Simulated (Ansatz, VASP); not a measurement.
## Mg5O in VASP and in Ansatz

```
Mg O
1.0
     2.99693    0.03824   -0.25413
    -1.41556    5.28954   -0.02402
    -0.62771   -2.13852    7.29472
Mg O
5 1
Cartesian
  -0.6112 0.6196 -0.6377
  -0.4102 3.5847 0.7013
  1.1871 1.1569 1.9099
  1.5595 3.7482 3.4405
  0.0711 0.9617 5.0097
  1.5601 -0.4908 4.5974
```

Change from the starting cell: species swapped into the MgPt5 type (P1, No. 1).

Alike in both runs: functional PBE; k mesh 6 × 3 × 3; occupations gaussian, width 0.2 eV; no spin polarisation.

Ansatz relaxed the structure, and its values are those at the end. VASP's run is a single point on that final structure, the one shown.

|  | VASP | Ansatz |
| --- | --- | --- |
| version | VASP 6.6.1 | Ansatz 0.2.0 |
| potentials or method | VASP PAW PBE potentials, release 64 (Mg, O), cutoff 520 eV | scalar-relativistic, plane waves, PAW |
| valence electrons in the cell | 16 | 56 |

```csv
,VASP,Ansatz,Ansatz less VASP
gap on the k mesh at the Fermi level (eV),none,none,-
pressure (GPa),0.1,0.3,+0.20
rms of the force components (eV/Å),0.012,0.008,-0.0040
```

A gap of «none» marks a metal or a gap that the smearing closes. VASP's potentials hold 16 valence electrons a cell and Ansatz's 56, so a difference there can come from the potentials and not from the codes.

The k mesh is coarse, so the values compare programs but aren't converged.
